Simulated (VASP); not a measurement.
# NaTl15Cl16 (a cell with a defect) in VASP: single point with PBE

Aim: the single point of NaTl15Cl16 (a cell with a defect) with PBE.

Program: VASP 6.6.1. These are calculated values, not measurements. Logs are shortened: lines on timing, memory, paths and dates and some standing lists are left out, and cuts for length are marked.

## 1. The cell of the first run

The cell holds a defect, 32 atoms: a = 10.854 Å, b = 10.854 Å, c = 10.854 Å, α = 60.00°, β = 60.00°, γ = 60.00°.

## 2. Single point, PBE

File INCAR:

```
  PREC = Accurate
  ENCUT = 520
  EDIFF = 1E-6
  ISMEAR = -1
  SIGMA = 0.01
  LREAL = Auto
  LASPH = T
  NELM = 80
  ALGO = Normal
  ISIF = 2
  LWAVE = F
  LCHARG = F
  GGA = PE
  NBANDS = 179
```

File KPOINTS:

```
Automatic mesh
0
Gamma
  2 2 2
```

File POSCAR:

```
NaTl15Cl16
1.0
    0.0000000000      7.6749347600      7.6749347600
    7.6749347600      0.0000000000      7.6749347600
    7.6749347600      7.6749347600      0.0000000000
Na Tl Cl
1 15 16
Direct
    0.0000000000      0.0000000000      0.0000000000
    0.5000000000      0.0000000000      0.0000000000
    0.0000000000      0.5000000000      0.0000000000
    0.0000000000      0.0000000000      0.5000000000
    0.2500000000      0.2500000000      0.2500000000
    0.5000000000      0.5000000000      0.0000000000
    0.5000000000      0.0000000000      0.5000000000
    0.7518135893      0.2481864107      0.2481864107
    0.0000000000      0.5000000000      0.5000000000
    0.2481864107      0.7518135893      0.2481864107
    0.2481864107      0.2481864107      0.7518135893
    0.5000000000      0.5000000000      0.5000000000
    0.7518135893      0.7518135893      0.2481864107
    0.7518135893      0.2481864107      0.7518135893
    0.2481864107      0.7518135893      0.7518135893
    0.7500000000      0.7500000000      0.7500000000
    0.1204044515      0.1204044515      0.1204044515
    0.6387866454      0.1204044515      0.1204044515
    0.1204044515      0.6387866454      0.1204044515
    0.1204044515      0.1204044515      0.6387866454
    0.3734001734      0.3734001734      0.3734001734
    0.6265998266      0.6265998266      0.1202005201
    0.6265998266      0.1202005201      0.6265998266
    0.8797994799      0.3734001734      0.3734001734
    0.1202005201      0.6265998266      0.6265998266
    0.3734001734      0.8797994799      0.3734001734
    0.3734001734      0.3734001734      0.8797994799
    0.6265998266      0.6265998266      0.6265998266
    0.8795955485      0.8795955485      0.3612133546
    0.8795955485      0.3612133546      0.8795955485
    0.3612133546      0.8795955485      0.8795955485
    0.8795955485      0.8795955485      0.8795955485
```

Potentials or basis: VASP PAW PBE potentials, release 64 (Na_pv, Tl_d, Cl).

Command:

```sh
cat potpaw_PBE.64/Na_pv/POTCAR potpaw_PBE.64/Tl_d/POTCAR potpaw_PBE.64/Cl/POTCAR > POTCAR
mpirun -np 1 vasp_std > vasp.out
```

OUTCAR:

```text
PREC = Accurate
   ENCUT = 520
   EDIFF = 1E-6
   ISMEAR = -1
   LREAL = Auto
   LASPH = T
   NELM = 80
   ISIF = 2
   GGA = PE

 ion  position               nearest neighbor table
   1  0.000  0.000  0.000-
   2  0.500  0.000  0.000-  22 3.31  23 3.31  26 3.31  27 3.31  18 3.37  31 3.37  17 3.37  32 3.37
                             5 3.84  16 3.84  11 3.84  13 3.84  14 3.84  10 3.84
   3  0.000  0.500  0.000-  22 3.31  24 3.31  25 3.31  27 3.31  19 3.37  30 3.37  17 3.37  32 3.37
                             5 3.84  16 3.84  11 3.84  13 3.84  15 3.84   8 3.84
   4  0.000  0.000  0.500-  23 3.31  24 3.31  25 3.31  26 3.31  20 3.37  29 3.37  17 3.37  32 3.37
                             5 3.84  16 3.84  10 3.84  14 3.84  15 3.84   8 3.84
   5  0.250  0.250  0.250-  24 3.28  26 3.28  27 3.28  21 3.28   7 3.84   9 3.84   2 3.84   3 3.84
                             4 3.84   6 3.84
   6  0.500  0.500  0.000-  22 3.31  27 3.31  21 3.31  28 3.31  18 3.37  19 3.37  30 3.37  31 3.37
                             5 3.84  16 3.84  10 3.84  14 3.84  15 3.84   8 3.84
   7  0.500  0.000  0.500-  23 3.31  26 3.31  21 3.31  28 3.31  18 3.37  20 3.37  29 3.37  31 3.37
                             5 3.84  16 3.84  11 3.84  13 3.84  15 3.84   8 3.84
   8  0.752  0.248  0.248-  29 3.27  30 3.27  17 3.27  18 3.27  21 3.35  22 3.35  23 3.35  24 3.35
                             3 3.84   4 3.84   6 3.84   7 3.84  12 3.87
   9  0.000  0.500  0.500-  24 3.31  25 3.31  21 3.31  28 3.31  19 3.37  20 3.37  29 3.37  30 3.37
                             5 3.84  16 3.84  11 3.84  13 3.84  14 3.84  10 3.84
  10  0.248  0.752  0.248-  29 3.27  31 3.27  17 3.27  19 3.27  21 3.35  22 3.35  25 3.35  26 3.35
                             2 3.84   4 3.84   6 3.84   9 3.84  12 3.87
  11  0.248  0.248  0.752-  30 3.27  31 3.27  17 3.27  20 3.27  21 3.35  23 3.35  25 3.35  27 3.35
                             2 3.84   3 3.84   7 3.84   9 3.84  12 3.87
  12  0.500  0.500  0.500-  21 3.37  28 3.37  23 3.37  24 3.37  25 3.37  26 3.37  27 3.37  22 3.37
                            11 3.87  13 3.87  14 3.87  15 3.87   8 3.87  10 3.87
[... 26 lines left out ...]
  28  0.627  0.627  0.627-  16 3.28   7 3.31   9 3.31   6 3.31  14 3.35  15 3.35  13 3.35  12 3.37

  29  0.880  0.880  0.361-   8 3.27  10 3.27  13 3.27   4 3.37   7 3.37   9 3.37
  30  0.880  0.361  0.880-   8 3.27  11 3.27  14 3.27   3 3.37   6 3.37   9 3.37
  31  0.361  0.880  0.880-  10 3.27  11 3.27  15 3.27   2 3.37   7 3.37   6 3.37
  32  0.880  0.880  0.880-  13 3.27  14 3.27  15 3.27   4 3.37   2 3.37   3 3.37

  LATTYP: Found a face centered cubic cell.
 ALAT       =    15.3498695200

  Lattice vectors:

 A1 = (   0.0000000000,   7.6749347600,   7.6749347600)
 A2 = (   7.6749347600,   0.0000000000,   7.6749347600)
 A3 = (   7.6749347600,   7.6749347600,   0.0000000000)

Analysis of symmetry for initial positions (statically):
=====================================================================
 Subroutine PRICEL returns:
 Original cell was already a primitive cell.

 Routine SETGRP: Setting up the symmetry group for a
 face centered cubic supercell.

 Subroutine GETGRP returns: Found 48 space group operations
 (whereof 48 operations were pure point group operations)
 out of a pool of 48 trial point group operations.

The static configuration has the point symmetry O_h .

Analysis of symmetry for dynamics (positions and initial velocities):
=====================================================================
 Subroutine PRICEL returns:
 Original cell was already a primitive cell.

 Routine SETGRP: Setting up the symmetry group for a
 face centered cubic supercell.

 Subroutine GETGRP returns: Found 48 space group operations
 (whereof 48 operations were pure point group operations)
 out of a pool of 48 trial point group operations.

The dynamic configuration has the point symmetry O_h .

 Subroutine INISYM returns: Found 48 space group operations
 (whereof 48 operations are pure point group operations),
 and found     1 'primitive' translations

----------------------------------------------------------------------------------------

                                     Primitive cell

  volume of cell :     904.1783

  direct lattice vectors                    reciprocal lattice vectors
     0.000000000  7.674934760  7.674934760    -0.065147134  0.065147134  0.065147134
     7.674934760  0.000000000  7.674934760     0.065147134 -0.065147134  0.065147134
     7.674934760  7.674934760  0.000000000     0.065147134  0.065147134 -0.065147134

  length of vectors
    10.853996828 10.853996828 10.853996828     0.112838145  0.112838145  0.112838145

  position of ions in fractional coordinates (direct lattice)
     0.000000000  0.000000000  0.000000000
     0.500000000  0.000000000  0.000000000
     0.000000000  0.500000000  0.000000000
     0.000000000  0.000000000  0.500000000
     0.250000000  0.250000000  0.250000000
     0.500000000  0.500000000  0.000000000
[... 24 lines left out ...]
     0.361213355  0.879595548  0.879595548
     0.879595548  0.879595548  0.879595548

  ion indices of the primitive-cell ions
   primitive index   ion index
                 1           1
                 2           2
                 3           3
                 4           4
                 5           5
                 6           6
[... 24 lines left out ...]
                31          31
                32          32

----------------------------------------------------------------------------------------

 KPOINTS: Automatic mesh

Automatic generation of k-mesh.
 Grid dimensions read from file:
 generate k-points for:    2    2    2

 Generating k-lattice:

  Cartesian coordinates                     Fractional coordinates (reciprocal lattice)
    -0.032573567  0.032573567  0.032573567     0.500000000  0.000000000  0.000000000
     0.032573567 -0.032573567  0.032573567     0.000000000  0.500000000  0.000000000
     0.032573567  0.032573567 -0.032573567     0.000000000  0.000000000  0.500000000

  Length of vectors
     0.056419073  0.056419073  0.056419073

  Shift w.r.t. Gamma in fractional coordinates (k-lattice)
     0.000000000  0.000000000  0.000000000

 Subroutine IBZKPT returns following result:
 ===========================================

 Found      3 irreducible k-points:

 Following reciprocal coordinates:
            Coordinates               Weight
  0.000000  0.000000  0.000000      1.000000
  0.500000  0.000000  0.000000      4.000000
  0.500000  0.500000  0.000000      3.000000
   k-points           NKPTS =      3   k-points in BZ     NKDIM =      3   number of bands    NBANDS=    179
   number of dos      NEDOS =    301   number of ions     NIONS =     32
   total plane-waves  NPLWV = 592704
   dimension x,y,z NGX =    84 NGY =   84 NGZ =   84
   dimension x,y,z NGXF=   168 NGYF=  168 NGZF=  168
   ions per type =               1  15  16
   NGX,Y,Z   is equivalent  to a cutoff of  12.87, 12.87, 12.87 a.u.
   NGXF,Y,Z  is equivalent  to a cutoff of  25.73, 25.73, 25.73 a.u.
 SYSTEM =  unknown system
   PREC   = accura    normal or accurate (medium, high low for compatibility)
   ISTART =      0    job   : 0-new  1-cont  2-samecut
   ICHARG =      2    charge: 1-file 2-atom 10-const
   ISPIN  =      1    spin polarized calculation?
   LNONCOLLINEAR =      F non collinear calculations
   LSORBIT =      F    spin-orbit coupling
   LASPH  =      T    aspherical Exc in radial PAW
   ENCUT  =  520.0 eV  38.22 Ry    6.18 a.u.  20.18 20.18 20.18*2*pi/ulx,y,z
   NELM   =     80;   NELMIN=  2; NELMDL= -5     # of ELM steps
   EDIFF  = 0.1E-05   stopping-criterion for ELM
   LREAL  =      T    real-space projection
   EDIFFG = 0.1E-04   stopping-criterion for IOM
   NSW    =      0    number of steps for IOM
   IBRION =     -1    ionic relax: 0-MD 1-quasi-New 2-CG
   NFREE  =      0    steps in history (QN), initial steepest desc. (CG)
   ISIF   =      2    stress and relaxation
   ISYM   =      2    0-nonsym 1-usesym 2-fastsym
   POTIM  = 0.5000    time-step for ionic-motion
   TEBEG  =    0.0;   TEEND  =   0.0 temperature during run
   PSTRESS=    0.0 pullay stress
   NELECT =     314.0000    total number of electrons
   NUPDOWN=      -1.0000    fix difference up-down
   EMIN   =  10.00;   EMAX   =-10.00  energy-range for DOS
   EFERMI =   0.00;   METHOD = LEGACY
   ISMEAR =    -1;   SIGMA  =   0.01  broadening in eV -4-tet -1-fermi 0-gaus
   EFERMI_NEDOS =   21; number of points for ismear=-14 and -15
   IALGO  =     38    algorithm
   IMIX   =      4    mixing-type and parameters
     AMIX     =   0.40;   BMIX     =  1.00
     AMIX_MAG =   1.60;   BMIX_MAG =  1.00
  volume/ion in A,a.u.               =      28.26       190.68
  Fermi-wavevector in a.u.,A,eV,Ry     =   1.150712  2.174531 18.015997  1.324138
  Thomas-Fermi vector in A             =   2.287374
   LORBIT       =      0    0 simple, 1 ext, 2 COOP (PROOUT), +10 PAW based schemes
   GGA     = PE    functional components
   LHFCALC =     F    Hartree Fock is set to
   AEXX    =    0.0000 exact exchange contribution
   IVDW    =     0    specifies the selected vdW correction
   LEPSILON=     F    determine dielectric tensor
   LRPA    =     F    only Hartree local field effects (RPA)
 non-spin polarized calculation
  energy-cutoff  :      520.00
  volume of cell :      904.18
 maximum number of plane-waves:     24404
 NGX is ok and might be reduce to    84
   NGX = 41   NGY = 41   NGZ = 41

 number of electron     313.9999979 magnetization

 Free energy of the ion-electron system (eV)
  ---------------------------------------------------
  ext. energy  EPLUGINS =         0.00000000
  ---------------------------------------------------
  free energy    TOTEN  =       -96.45186823 eV

  energy without entropy =      -96.45186823  energy(sigma->0) =      -96.45186823

 E-fermi :   2.7490     XC(G=0):  -9.0142

 val. band max:        2.5047741509   @ k =   0.0000   0.0000   0.0000
 cond. band min:       4.6615587002   @ k =   0.0000   0.0000   0.0000
 fundamental gap:      2.1567845493
 Fermi energy:         2.7490459774

 k-point     1 :       0.0000    0.0000    0.0000
  band No.  band energies     occupation
      1     -20.4880      2.00000
      2     -20.4880      2.00000
      3     -20.4880      2.00000
      4     -11.2463      2.00000
      5     -11.0134      2.00000
      6     -11.0134      2.00000
[... 505 lines left out ...]
    168       6.2695      0.00000
    169       6.2695      0.00000
 [bands above 169 left out]

------------------------ aborting loop because EDIFF is reached ----------------------------------------

  FORCE on cell =-STRESS in cart. coord.  units (eV):
  Direction    XX          YY          ZZ          XY          YZ          ZX
  --------------------------------------------------------------------------------------
  -------------------------------------------------------------------------------------
  Total        4.4614184      4.4614184      4.4614184     -0.0000000     -0.0000000     -0.0000000
  in kB        7.9055023      7.9055023      7.9055023     -0.0000000     -0.0000000     -0.0000000
  external PRESSURE =       7.9055023 kB  Pullay stress =       0.0000000 kB

 VOLUME and BASIS-vectors are now :
 -----------------------------------------------------------------------------
  energy-cutoff  :      520.00
  volume of cell :      904.18
      direct lattice vectors                 reciprocal lattice vectors
     0.000000000  7.674934760  7.674934760    -0.065147134  0.065147134  0.065147134
     7.674934760  0.000000000  7.674934760     0.065147134 -0.065147134  0.065147134
     7.674934760  7.674934760  0.000000000     0.065147134  0.065147134 -0.065147134

 POSITION                                       TOTAL-FORCE (eV/Angst)
 -----------------------------------------------------------------------------------
      0.00000      0.00000      0.00000         0.000000     -0.000000      0.000000
      0.00000      3.83747      3.83747         0.000000     -0.000000      0.000000
      3.83747      0.00000      3.83747         0.000000     -0.000000      0.000000
      3.83747      3.83747      0.00000         0.000000     -0.000000      0.000000
      3.83747      3.83747      3.83747         0.000000     -0.000000      0.000000
      3.83747      3.83747      7.67493         0.000000     -0.000000      0.000000
[... 24 lines left out ...]
     13.50168      9.52313      9.52313        -0.000296      0.000296      0.000296
     13.50168     13.50168     13.50168        -0.000296     -0.000296     -0.000296
 -----------------------------------------------------------------------------------
    total drift:                                0.000000      0.000000      0.000000

  FREE ENERGIE OF THE ION-ELECTRON SYSTEM (eV)
  ---------------------------------------------------
  free  energy   TOTEN  =       -96.4518682318 eV

  energy  without entropy=      -96.4518682318  energy(sigma->0) =      -96.45186823
```

Wall time 29 min (1 thread of AMD EPYC 7R13 (Zen 3), shared host); peak memory 1.2 GiB.

What came out:

| Quantity | Value |
| --- | --- |
| Free energy | -96.4519 eV |
| Pressure | 0.8 GPa |
| Largest force | 0.023 eV/Å |
| Band gap on the k mesh | 2.16 eV |

Forces in eV/Å, atoms in the order of the input:
```
Na   0.000  0.000  0.000
Tl   0.000  0.000  0.000
Tl   0.000  0.000  0.000
Tl   0.000  0.000  0.000
Tl   0.000  0.000  0.000
Tl   0.000  0.000  0.000
Tl   0.000  0.000  0.000
Tl  -0.023  0.000  0.000
Tl   0.000  0.000  0.000
Tl   0.000 -0.023  0.000
Tl   0.000  0.000 -0.023
Tl   0.000  0.000  0.000
Tl   0.000  0.000  0.023
Tl   0.000  0.023  0.000
Tl   0.023  0.000  0.000
Tl   0.000  0.000  0.000
Cl   0.000  0.000  0.000
Cl   0.000  0.000  0.000
Cl   0.000  0.000  0.000
Cl   0.000  0.000  0.000
Cl  -0.002 -0.002 -0.002
Cl  -0.002 -0.002  0.002
Cl  -0.002  0.002 -0.002
Cl  -0.002  0.002  0.002
Cl   0.002 -0.002 -0.002
Cl   0.002 -0.002  0.002
Cl   0.002  0.002 -0.002
Cl   0.002  0.002  0.002
Cl   0.000  0.000  0.000
Cl   0.000  0.000  0.000
Cl   0.000  0.000  0.000
Cl   0.000  0.000  0.000
```

Caveat: spin-orbit coupling is left out, which moves the levels of the heavy elements.
